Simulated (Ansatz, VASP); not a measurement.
**One calculation of Zn, two programs**

File INCAR:

```
PREC = Accurate
ENCUT = 600
EDIFF = 1E-6
ISMEAR = 0
SIGMA = 0.1
LREAL = F
LASPH = T
NELM = 80
ALGO = Fast
ISIF = 3
LWAVE = F
LCHARG = F
GGA = PE
IVDW = 12
IBRION = 2
NSW = 70
EDIFFG = -0.005
```

Contents of KPOINTS:

```
Automatic mesh
0
Gamma
  18 18 8
```

Contents of POSCAR:

```
Zn
1.0
    2.6333229228      0.0000000000      0.0000000000
   -1.3166614614      2.2805245476      0.0000000000
    0.0000000000      0.0000000000      5.1082449431
Zn
2
Direct
    0.3333333333      0.6666666667      0.2500000000
    0.6666666667      0.3333333333      0.7500000000
```

Input for Ansatz:

```yaml
crystal:
  lattice:
    - [2.6333229228, 0.0, 0.0]
    - [-1.3166614614, 2.2805245476, 0.0]
    - [0.0, 0.0, 5.1082449431]
  atoms:
    - { symbol: Zn, position: [0.3333333333, 0.6666666667, 0.25] }
    - { symbol: Zn, position: [0.6666666667, 0.3333333333, 0.75] }
basis:
  ecutwfc: 420
kpoints:
  mp_grid: { grid: [18, 18, 8] }
hamiltonian:
  xc: pbe
  dispersion: d3bj
scf:
  occupations: { method: gaussian, width: 0.1 }
output:
  forces: true
  stress: true
  eigenvalues: true
relax:
  adjacent_minimum: "off"
  f_tol: 0.005
  max_steps: 50
  cell: { stress_tol: 0.05 }
```

Alike in both runs: task relaxation of cell and atoms; functional PBE; dispersion D3(BJ); k mesh 18 × 18 × 8; occupations gaussian, width 0.1 eV; no spin polarisation.

```csv
,VASP,Ansatz
version,VASP 6.6.1,Ansatz 0.2.0
potentials or method,"VASP PAW PBE potentials, release 64 (Zn), cutoff 600 eV","scalar-relativistic, plane waves, PAW"
valence electrons in the cell,24,24
```

Ansatz gave:

```
gap on the k mesh at the Fermi level, each at its own relaxed structure (eV) : none
relaxed volume (Å³/atom)                                                     : 14.26
relaxed cell length with the largest relative difference (Å)                 : 2.616
```

Task: Estimate VASP's values.

Result: gap on the k mesh at the Fermi level, each at its own relaxed structure (eV): none; relaxed volume (Å³/atom): 14.29; relaxed cell length with the largest relative difference (Å): 2.621.

A gap of «none» marks a metal or a gap that the smearing closes.
